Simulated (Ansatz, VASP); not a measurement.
One calculation of SnTe, two programs

```
CELL_PARAMETERS angstrom
0.00000 3.10827 3.10827
3.10827 0.00000 3.10827
3.10827 3.10827 0.00000
ATOMIC_POSITIONS crystal
Te 0.50000 0.50000 0.50000
Sn 0.00000 0.00000 0.00000
```

Alike in both runs: task single point; functional revPBE; dispersion D3(BJ); k mesh 7 × 7 × 7; occupations fermi-dirac, width 0.05 eV; no spin polarisation.

|  | VASP | Ansatz |
| --- | --- | --- |
| version | VASP 6.6.1 | Ansatz 0.2.0 |
| potentials or method | VASP PAW PBE potentials, release 64 (Te, Sn_d) | Ansatz PAW |
| plane-wave cutoff (eV) | 520 | 420 |
| valence electrons in the cell | 20 | 30 |

```tsv
	VASP	Ansatz	Ansatz less VASP
pressure (GPa)	1.2	1.2	+0.03
```

VASP's potentials were made for PBE, not for revPBE. VASP's potentials hold 20 valence electrons a cell and Ansatz's 30, so a difference there can come from the potentials and not from the codes.

Spin-orbit coupling is off throughout.
